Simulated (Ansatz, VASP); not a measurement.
BiTe: VASP beside Ansatz

The input INCAR:

```
PREC = Accurate
ENCUT = 520
EDIFF = 1E-6
ISMEAR = -1
SIGMA = 0.05
LREAL = F
LASPH = T
NELM = 80
ALGO = Normal
ISIF = 2
LWAVE = F
LCHARG = T
GGA = CA
LELF = T
LVHAR = T
NBANDS = 18
```

KPOINTS

```
regular mesh
0
Gamma
  7 7 7
```

The input POSCAR:

```
BiTe
1.0
    2.4545891627      1.4171577139      3.3609455389
   -2.4545891627      1.4171577139      3.3609455389
    0.0000000000     -2.8343154277      3.3609455389
Bi Te
1 1
Direct
    0.5000000000      0.5000000000      0.5000000000
    0.0000000000      0.0000000000      0.0000000000
```

File input.yaml:

```yaml
crystal:
  lattice:
    - [2.4545891627, 1.4171577139, 3.3609455389]
    - [-2.4545891627, 1.4171577139, 3.3609455389]
    - [0.0, -2.8343154277, 3.3609455389]
  atoms:
    - { symbol: Bi, position: [0.5, 0.5, 0.5] }
    - { symbol: Te, position: [0.0, 0.0, 0.0] }
kpoints:
  mp_grid: { grid: [7, 7, 7] }
scf:
  occupations: { method: fermi_dirac, width: 0.05 }
hamiltonian:
  xc: lda
  pseudopotentials: { kind: all_electron, lapw: { basis_error: 0.001 } }
output:
  forces: true
  stress: true
  eigenvalues: true
```

Change from the starting cell: volume scaled by 1.04.

Alike in both runs: task single point; functional LDA; k mesh 7 × 7 × 7; occupations fermi-dirac, width 0.05 eV; no spin polarisation.

|  | VASP | Ansatz |
| --- | --- | --- |
| version | VASP 6.6.1 | Ansatz 0.2.0 |
| potentials or method | VASP PAW LDA potentials, release 64 (Bi_d, Te), cutoff 520 eV | all-electron LAPW, scalar-relativistic |

|  | VASP | Ansatz | Ansatz less VASP |
| --- | --- | --- | --- |
| gap on the k mesh at the Fermi level (eV) | none | none | - |
| pressure (GPa) | -4.9 | -4.9 | 0.00 |
| traceless stress, the component that is largest in VASP (GPa) | 0.66 | 0.68 | +0.021 |

LDA's correlation is that of Perdew and Zunger in VASP and of Perdew and Wang (1992) in Ansatz. A gap of «none» marks a metal or a gap that the smearing closes. Ansatz ran all-electron here, and VASP with PAW potentials.

Neither program's run includes spin-orbit coupling.
